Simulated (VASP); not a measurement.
Set up this calculation in VASP 6.6.1, as the native input.

* Task: single point
* Functional: PBE
* Potentials or basis: VASP PAW PBE potentials, release 64 (W_sv, Si)
* Cutoff: 520 eV
* k mesh: 5 × 5 × 3
* Occupations: fermi-dirac, width 0.05 eV
* Spin: no spin polarisation
* Dipole correction: no
* Further INCAR settings: ALGO = Normal; EDIFF = 1e-06; NBANDS = 43

The structure of Si2W lies in POSCAR:

```
Si2W
1.0
    4.4321782868      0.0000000001      0.0000000000
   -2.2160891435      3.8383789905      0.0000000000
    0.0000000000      0.0000000000      6.6532220000
W Si
3 6
Direct
    0.5000000000      0.0000000000      0.5000000000
    0.5000000000      0.5000000000      0.8333333333
    0.0000000000      0.5000000000      0.1666666667
    0.3276661993      0.1638330997      0.1666666667
    0.8361669003      0.1638330997      0.8333333333
    0.1638330997      0.3276661993      0.5000000000
    0.6723338007      0.8361669003      0.1666666667
    0.1638330997      0.8361669003      0.8333333333
    0.8361669003      0.6723338007      0.5000000000
```

One way to write it, as run:

INCAR

```
PREC = Accurate ; ENCUT = 520
EDIFF = 1E-6 ; ISMEAR = -1
SIGMA = 0.05 ; LREAL = F
LASPH = T ; NELM = 60
ALGO = Normal ; ISIF = 2
LWAVE = F ; LCHARG = F
GGA = PE ; NBANDS = 43
```

KPOINTS

```
regular mesh
0
Gamma
  5 5 3
```

Potentials or basis: VASP PAW PBE potentials, release 64 (W_sv, Si).

Command:

```bash
$ cat potpaw_PBE.64/W_sv/POTCAR potpaw_PBE.64/Si/POTCAR > POTCAR
$ mpirun -np 1 vasp_std > vasp.out
```

It gave:

```yaml
Pressure: 21.1 GPa
Band_gap_on_the_k_mesh: 0.73 eV (least direct gap 1.28 eV)
```

Caveat: the stress differs along the axes, from 12 to 25 GPa; spin-orbit coupling is left out, which moves the levels of the heavy elements.

Wall time 42 s on 1 thread of Intel(R) Xeon(R) Platinum 8259CL CPU @ 2.50GHz (Skylake/Cascade Lake), on a shared host, peak memory 0.25 GiB.
